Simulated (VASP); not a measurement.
# TaCr2Co3 in VASP: single point with PBE

Aim: the single point of TaCr2Co3 with PBE.

All numbers are computed with VASP 6.6.1; they aren't measurements. Logs are shortened: lines on timing, memory, paths and dates and some standing lists are left out, and cuts for length are marked.

## Step 1: The cell of the first run

The typed cell holds 6 atoms: a = 5.156 Å, b = 5.156 Å, c = 3.226 Å, α = 90.00°, β = 90.00°, γ = 60.00°.

## Step 2: Single point, PBE

INCAR

```
SYSTEM = TaCr2Co3
ALGO = Normal
EDIFF = 1E-7
ENCUT = 520
GGA = PE
ISIF = 2
ISMEAR = -1
LASPH = .True.
LCHARG = .True.
LELF = .True.
LREAL = .False.
LVHAR = .True.
LWAVE = .False.
NBANDS = 40
NELM = 100
PREC = Accurate
SIGMA = 0.0778
```

KPOINTS

```
k-points
0
Gamma
  8 8 10
  0 0 0
```

POSCAR

```
TaCr2Co3
1.0
    2.5781240000      4.4654400000      0.0000000000
   -2.5781240000      4.4654400000      0.0000000000
    0.0000000000      0.0000000000      3.2264980000
Ta Co Cr
1 3 2
Direct
    0.0000000000      0.0000000000      0.0000000000
    0.5000000000      0.5000000000      0.5000000000
    0.5000000000      0.0000000000      0.5000000000
    0.0000000000      0.5000000000      0.5000000000
    0.3333000000      0.3334000000      0.0000000000
    0.6666000000      0.6667000000      0.0000000000
```

Potentials or basis: VASP PAW PBE potentials, release 64 (Ta_pv, Co, Cr_pv).

Launch:

```
cat potpaw_PBE.64/Ta_pv/POTCAR potpaw_PBE.64/Co/POTCAR potpaw_PBE.64/Cr_pv/POTCAR > POTCAR
mpirun -np 1 vasp_std > vasp.out
```

OUTCAR:

```text
SYSTEM = TaCr2Co3
   EDIFF = 1E-7
   ENCUT = 520
   GGA = PE
   ISIF = 2
   ISMEAR = -1
   LASPH = .True.
   LREAL = .False.
   NELM = 100
   PREC = Accurate

 ion  position               nearest neighbor table
   1  0.000  0.000  0.000-   6 2.98   5 2.98   6 2.98   5 2.98   6 2.98   5 2.98   3 3.04   4 3.04
                             4 3.04   3 3.04   4 3.04   3 3.04   4 3.04   3 3.04   2 3.04   2 3.04
   2  0.500  0.500  0.500-   5 2.19   6 2.19   5 2.19   6 2.19   3 2.58   4 2.58   3 2.58   4 2.58
                             1 3.04   1 3.04   1 3.04   1 3.04
   3  0.500  0.000  0.500-   6 2.19   6 2.19   5 2.20   5 2.20   2 2.58   2 2.58   4 2.58   4 2.58
                             1 3.04   1 3.04   1 3.04   1 3.04
   4  0.000  0.500  0.500-   5 2.19   5 2.19   6 2.20   6 2.20   2 2.58   2 2.58   3 2.58   3 2.58
                             1 3.04   1 3.04   1 3.04   1 3.04
   5  0.333  0.333  0.000-   2 2.19   2 2.19   4 2.19   4 2.19   3 2.20   3 2.20   6 2.98   1 2.98
                             1 2.98   6 2.98   6 2.98   1 2.98
   6  0.667  0.667  0.000-   2 2.19   2 2.19   3 2.19   3 2.19   4 2.20   4 2.20   5 2.98   1 2.98
                             1 2.98   5 2.98   5 2.98   1 2.98

  LATTYP: Found a hexagonal cell.
 ALAT       =     5.1562464791
 C/A-ratio  =     0.6257454940

  Lattice vectors:

 A1 = (   2.5781240000,  -4.4654400000,   0.0000000000)
 A2 = (   2.5781240000,   4.4654400000,   0.0000000000)
 A3 = (   0.0000000000,   0.0000000000,   3.2264980000)

Analysis of symmetry for initial positions (statically):
=====================================================================
 Subroutine PRICEL returns:
 Original cell was already a primitive cell.

 Routine SETGRP: Setting up the symmetry group for a
 hexagonal supercell.

 Subroutine GETGRP returns: Found  4 space group operations
 (whereof  4 operations were pure point group operations)
 out of a pool of 24 trial point group operations.

The static configuration has the point symmetry C_2v.

Analysis of symmetry for dynamics (positions and initial velocities):
=====================================================================
 Subroutine PRICEL returns:
 Original cell was already a primitive cell.

 Routine SETGRP: Setting up the symmetry group for a
 hexagonal supercell.

 Subroutine GETGRP returns: Found  4 space group operations
 (whereof  4 operations were pure point group operations)
 out of a pool of 24 trial point group operations.

The dynamic configuration has the point symmetry C_2v.

[... 108 lines left out ...]
   EDIFFG = 0.1E-05   stopping-criterion for IOM
   NSW    =      0    number of steps for IOM
   IBRION =     -1    ionic relax: 0-MD 1-quasi-New 2-CG
   NFREE  =      0    steps in history (QN), initial steepest desc. (CG)
   ISIF   =      2    stress and relaxation
   ISYM   =      2    0-nonsym 1-usesym 2-fastsym
   POTIM  = 0.5000    time-step for ionic-motion
   TEBEG  =    0.0;   TEEND  =   0.0 temperature during run
   PSTRESS=    0.0 pullay stress
   NELECT =      62.0000    total number of electrons
   NUPDOWN=      -1.0000    fix difference up-down
   EMIN   =  10.00;   EMAX   =-10.00  energy-range for DOS
   EFERMI =   0.00;   METHOD = LEGACY
   ISMEAR =    -1;   SIGMA  =   0.08  broadening in eV -4-tet -1-fermi 0-gaus
   EFERMI_NEDOS =   21; number of points for ismear=-14 and -15
   IALGO  =     38    algorithm
   IMIX   =      4    mixing-type and parameters
     AMIX     =   0.40;   BMIX     =  1.00
     AMIX_MAG =   1.60;   BMIX_MAG =  1.00
  volume/ion in A,a.u.               =      12.38        83.56
  Fermi-wavevector in a.u.,A,eV,Ry     =   1.541330  2.912691 32.323328  2.375698
  Thomas-Fermi vector in A             =   2.647291
   LORBIT       =      0    0 simple, 1 ext, 2 COOP (PROOUT), +10 PAW based schemes
   GGA     = PE    functional components
   LHFCALC =     F    Hartree Fock is set to
   AEXX    =    0.0000 exact exchange contribution
   IVDW    =     0    specifies the selected vdW correction
   LEPSILON=     F    determine dielectric tensor
   LRPA    =     F    only Hartree local field effects (RPA)
 non-spin polarized calculation
  energy-cutoff  :      520.00
  volume of cell :       74.29
 maximum number of plane-waves:      2040
 NGX is ok and might be reduce to    40
   NGX = 19   NGY = 19   NGZ = 11

 number of electron      61.9999986 magnetization

 Free energy of the ion-electron system (eV)
  ---------------------------------------------------
  ext. energy  EPLUGINS =         0.00000000
  ---------------------------------------------------
  free energy    TOTEN  =       -48.53470441 eV

  energy without entropy =      -48.33056862  energy(sigma->0) =      -48.43263651

 E-fermi :   9.7903     XC(G=0): -13.1698

 val. band max:        9.7900391848   @ k =   0.5000   0.1250   0.0000
 cond. band min:       9.7996390825   @ k =  -0.2500   0.2500   0.3000
 fundamental gap:      0.0095998977
 Fermi energy:         9.7902801419

 k-point     1 :       0.0000    0.0000    0.0000
  band No.  band energies     occupation
      1     -33.7958      2.00000
      2     -33.7761      2.00000
      3     -33.6665      2.00000
      4     -33.6664      2.00000
      5     -33.5825      2.00000
      6     -33.5825      2.00000
[... 1021 lines left out ...]
     39      11.7153      0.00000
     40      12.0708      0.00000

 [... further k-points ...]

------------------------ aborting loop because EDIFF is reached ----------------------------------------

  FORCE on cell =-STRESS in cart. coord.  units (eV):
  Direction    XX          YY          ZZ          XY          YZ          ZX
  --------------------------------------------------------------------------------------
  -------------------------------------------------------------------------------------
  Total       -0.9187286     -0.9116885     18.3467403      0.0000000      0.0000000      0.0000000
  in kB      -19.8138265    -19.6619952    395.6763016      0.0000000      0.0000000      0.0000000
  external PRESSURE =     118.7334933 kB  Pullay stress =       0.0000000 kB

 VOLUME and BASIS-vectors are now :
 -----------------------------------------------------------------------------
  energy-cutoff  :      520.00
  volume of cell :       74.29
      direct lattice vectors                 reciprocal lattice vectors
     2.578124000  4.465440000  0.000000000     0.193939469  0.111971049  0.000000000
    -2.578124000  4.465440000  0.000000000    -0.193939469  0.111971049  0.000000000
     0.000000000  0.000000000  3.226498000     0.000000000  0.000000000  0.309933556

 POSITION                                       TOTAL-FORCE (eV/Angst)
 -----------------------------------------------------------------------------------
      0.00000      0.00000      0.00000        -0.000453     -0.000000      0.000000
      0.00000      4.46544      1.61325         0.001377     -0.000000      0.000000
      1.28906      2.23272      1.61325        -0.000678      0.001186      0.000000
     -1.28906      2.23272      1.61325        -0.000678     -0.001186      0.000000
     -0.00026      2.97711      0.00000         0.000216     -0.001278      0.000000
     -0.00026      5.95377      0.00000         0.000216      0.001278      0.000000
 -----------------------------------------------------------------------------------
    total drift:                               -0.000002      0.000000     -0.000000

  FREE ENERGIE OF THE ION-ELECTRON SYSTEM (eV)
  ---------------------------------------------------
  free  energy   TOTEN  =       -48.5347044106 eV

  energy  without entropy=      -48.3305686183  energy(sigma->0) =      -48.43263651
```

stdout:

```text
POSCAR found type information on POSCAR TaCoCr
 POSCAR found :  3 types and       6 ions
 scaLAPACK will be used
 LDA part: xc-table for (Slater+PW92), standard interpolation
 POSCAR, INCAR and KPOINTS ok, starting setup
 FFT: planning ... GRIDC
 FFT: planning ... GRID_SOFT
 FFT: planning ... GRID
 WAVECAR not read
 entering main loop
```

It took 12 min on 1 thread of Oxide Virtual Turin-like, shared host; peak memory 0.41 GiB.

Results:

- Free energy: -48.5347 eV
- Pressure: 11.9 GPa
- Band gap on the k mesh: zero (bands 31 and 32 overlap by 0.54 eV)

Caveat: the stress differs along the axes, from -2 to 40 GPa; spin-orbit coupling is left out, which moves the levels of the heavy elements; the run has no spin polarisation, though such a crystal can be magnetic. Spin polarisation is off, so any magnetic state and its effect on volume and gap are missing.
